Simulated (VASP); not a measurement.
Set up this calculation in VASP 6.6.1, as the native input.

| Item | Value |
| --- | --- |
| Task | single point |
| Functional | PBE |
| Dispersion | D3(BJ) |
| Potentials or basis | VASP PAW PBE potentials, release 64 (Ta_pv, Cu) |
| Cutoff | 520 eV |
| k mesh | 4 × 4 × 1 |
| Occupations | gaussian, width 0.1 eV |
| Spin | no spin polarisation |
| Dipole correction | yes |
| Further INCAR settings | LREAL = Auto; ALGO = Normal; EDIFF = 1e-06; NBANDS = 108 |

The structure of Ta16Cu lies in POSCAR:

```
Ta16Cu
1.0
    6.5699959905      0.0000000000      0.0000000000
    0.0000000000      6.5699959905      0.0000000000
    0.0000000000      0.0000000000     21.9099229040
Ta Cu
16 1
Direct
    0.2500000000      0.2500000000      0.1825656812
    0.2500000000      0.7500000000      0.1825656812
    0.7500000000      0.2500000000      0.1825656812
    0.7500000000      0.7500000000      0.1825656812
    0.0000000000      0.0000000000      0.2575316683
    0.0000000000      0.5000000000      0.2575316683
    0.5000000000      0.0000000000      0.2575316683
    0.5000000000      0.5000000000      0.2575316683
    0.2500000000      0.2500000000      0.3326484497
    0.2500000000      0.7500000000      0.3326484497
    0.7500000000      0.2500000000      0.3326484497
    0.7500000000      0.7500000000      0.3326484497
    0.0000000000      0.0000000000      0.4020973941
    0.0000000000      0.5000000000      0.4020973941
    0.5000000000      0.0000000000      0.4020973941
    0.5000000000      0.5000000000      0.4020973941
    0.0000000000      0.0000000000      0.5298933709
```

The input as run:

INCAR

```
SYSTEM = Ta16Cu
PREC = Accurate
ENCUT = 520
EDIFF = 1E-6
ISMEAR = 0
SIGMA = 0.1
LREAL = Auto
LASPH = .TRUE.
NELM = 60
ALGO = Normal
ISIF = 2
LWAVE = .FALSE.
LCHARG = .FALSE.
LDIPOL = .TRUE.
IDIPOL = 3
DIPOL = 0.5 0.5 0.308
GGA = PE
IVDW = 12
NBANDS = 108
```

KPOINTS

```
regular mesh
0
G
  4 4 1
  0 0 0
```

Potentials or basis: VASP PAW PBE potentials, release 64 (Ta_pv, Cu).

The run is started by

```console
$ cat potpaw_PBE.64/Ta_pv/POTCAR potpaw_PBE.64/Cu/POTCAR > POTCAR
$ mpirun -np 1 vasp_std > vasp.out
```

It gave:

```
Largest force              : 1.447 eV/Å
Band gap on the k mesh     : zero (an odd number of electrons rules out a gap without spin polarisation)
Dispersion energy per atom : -0.401 eV
```

Caveat: spin-orbit coupling is left out, which moves the levels of the heavy elements.

It took 35 min on 1 thread of Intel(R) Xeon(R) 6975P-C (Granite Rapids) (shared host), peak memory 1 GiB.
